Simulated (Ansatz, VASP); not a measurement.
## Two plane-wave programs on WS2

The input INCAR:

```
PREC = Accurate ; ENCUT = 520
EDIFF = 1E-7 ; ISMEAR = 0
SIGMA = 0.05 ; LREAL = F
LASPH = T ; NELM = 100
ALGO = Normal ; ISIF = 2
LWAVE = F ; LCHARG = T
GGA = PS ; LELF = T
LVHAR = T ; NBANDS = 20
```

The input KPOINTS:

```
Automatic mesh
0
Gamma
  12 12 2
```

File POSCAR:

```
WS2
1.0
    3.1457762248      0.0000000000      0.0000000000
   -1.5728881124      2.7243221253      0.0000000000
    0.0000000000      0.0000000000     16.9534210846
W S
1 2
Direct
    0.2514028308      0.6299602878      0.0000000000
    0.6666666667      0.3333333333      0.9075761491
    0.6666666667      0.3333333333      0.0924238509
```

Input for Ansatz:

```yaml
crystal:
  lattice:
    - [3.1457762248, 0.0, 0.0]
    - [-1.5728881124, 2.7243221253, 0.0]
    - [0.0, 0.0, 16.9534210846]
  atoms:
    - { symbol: W, position: [0.2514028308, 0.6299602878, 0.0] }
    - { symbol: S, position: [0.6666666667, 0.3333333333, 0.9075761491] }
    - { symbol: S, position: [0.6666666667, 0.3333333333, 0.0924238509] }
basis:
  ecutwfc: 420
kpoints:
  mp_grid: { grid: [12, 12, 2] }
hamiltonian:
  xc: pbesol
scf:
  occupations: { method: gaussian, width: 0.05 }
output:
  forces: true
  stress: true
  eigenvalues: true
```

Alike in both runs: task single point; functional PBEsol; k mesh 12 × 12 × 2; occupations gaussian, width 0.05 eV; no spin polarisation.

```csv
,VASP,Ansatz
version,VASP 6.6.1,Ansatz 0.2.0
potentials or method,"VASP PAW PBE potentials, release 64 (W_sv, S), cutoff 520 eV","scalar-relativistic, plane waves, PAW"
valence electrons in the cell,26,26
```

|  | VASP | Ansatz | Ansatz less VASP |
| --- | --- | --- | --- |
| gap on the k mesh at the Fermi level (eV) | 1.62 | 1.62 | +0.001 |
| least direct gap on the mesh (eV) | 1.88 | 1.87 | -0.005 |
| rms of the force components (eV/Å) | 2.087 | 2.084 | -0.0029 |

VASP's potentials were made for PBE, not for PBEsol. Atom by atom the forces differ by 0.010 eV/Å (rms over components). With one functional, cell and mesh, what is left measures potentials, basis and numerics.

Neither program's run includes spin-orbit coupling.
